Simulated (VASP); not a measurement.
# ZnS: single point with PBE

The system is ZnS.

```
CELL_PARAMETERS angstrom
3.81100 0.00000 0.00000
-1.90550 3.30042 0.00000
0.00000 0.00000 6.23400
ATOMIC_POSITIONS crystal
Zn 0.33333 0.66667 0.00000
Zn 0.66667 0.33333 0.50000
S 0.37878 0.75756 0.38500
S 0.66667 0.33333 0.88500
```

This cell differs from its parent crystal: atom 3 (S) moved by (+0.000, +0.300) A along x and y.

| Item | Value |
| --- | --- |
| Program | VASP 6.6.1 |
| Task | single point |
| Functional | PBE |
| Potentials or basis | VASP PAW PBE potentials, release 64 (Zn, S) |
| Cutoff | 520 eV |
| k mesh | 12 × 12 × 6 |
| Occupations | gaussian, width 0.05 eV |
| Spin | no spin polarisation |

The pressure is 4.9 GPa and the largest force is 3.864 eV/Å. The band gap on the k mesh is 2.16 eV.

Forces in eV/Å, atoms in the order of the input:
```
Zn   0.000  0.100  0.362
Zn   0.000  3.387  1.097
S    0.000 -3.687 -1.158
S    0.000  0.200 -0.302
```

Stress tensor (GPa, compression positive):
```
 0.01  0.00  0.00
 0.00 12.62  4.36
 0.00  4.36  2.15
```

Levels at points of the mesh, in eV from the valence-band top:
```csv
k point,band 14,band 15,band 16,band 17,band 18,band 19,band 20,band 21,band 22,band 23
"(0.00, 0.00, 0.00)",-1.18,-0.71,-0.24,-0.01,0.00,2.16,2.98,6.20,6.27,6.43
"(0.50, 0.00, 0.00)",-4.06,-3.41,-2.24,-1.46,-0.95,3.41,3.94,4.68,6.97,7.74
"(0.00, 0.50, 0.00)",-4.58,-2.88,-2.30,-2.09,-1.06,3.64,4.60,5.91,6.58,7.10
"(0.00, 0.00, 0.50)",-2.80,-0.89,-0.57,-0.53,-0.14,3.38,3.43,6.05,6.40,6.69
"(0.50, 0.00, 0.50)",-4.69,-1.98,-1.72,-1.69,-1.33,3.39,3.71,4.74,5.12,8.77
"(0.00, 0.50, 0.50)",-5.01,-1.77,-1.67,-1.63,-1.38,3.12,3.67,4.92,5.50,8.80
```

It took 7.1 min on 1 thread of Oxide Virtual Turin-like Processor (shared host), peak memory 0.46 GiB.

Caveat: the cell differs from its parent crystal (atom 3 (S) moved by (+0.000, +0.300) A along x and y); the stress differs along the axes, from 0 to 13 GPa; forces of over 1 eV/Å act on the atoms, so gaps and moduli don't describe the material at rest. A k mesh can miss the band edges.
